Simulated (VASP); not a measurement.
NbCr2, 6 atoms in the cell. Symmetry: Fd-3m, No. 227, cubic system. Conventional cell: a = 6.801 Å, b = 6.801 Å, c = 6.801 Å, α = 90.00°, β = 90.00°, γ = 90.00°. Nb (site symmetry -43m) has 12 Cr at 2.82 Å and 4 Nb at 2.94 Å within 3.7 Å. Within 3.2 Å of Cr (site symmetry -3m) lie 6 Cr at 2.40 Å and 6 Nb at 2.82 Å.  This cell differs from its parent crystal: volume scaled by 0.97.

* Program: VASP 6.6.1
* Task: single point
* Functional: PBEsol
* Potentials or basis: VASP PAW PBE potentials, release 64 (Nb_sv, Cr_pv)
* Cutoff: 520 eV
* k mesh: 10 × 10 × 10
* Occupations: gaussian, width 0.1 eV
* Spin: no spin polarisation
* Dipole correction: no
* Further INCAR settings: ALGO = Fast; EDIFF = 1e-07; NBANDS = 46

Potentials or basis: VASP PAW PBE potentials, release 64 (Nb_sv, Cr_pv).

Command:

```sh
$ cat potpaw_PBE.64/Nb_sv/POTCAR potpaw_PBE.64/Cr_pv/POTCAR > POTCAR
$ mpirun -np 1 vasp_std > vasp.out
```

Hardware: 1 thread of Intel(R) Xeon(R) Platinum 8488C (Sapphire Rapids), with other jobs on the host.

Q: How long does it take, and how much memory?

A: Wall time 15 min on 1 thread of Intel(R) Xeon(R) Platinum 8488C (Sapphire Rapids), on a shared host, peak memory 0.29 GiB. Counts: scf iterations 37, k points 47.
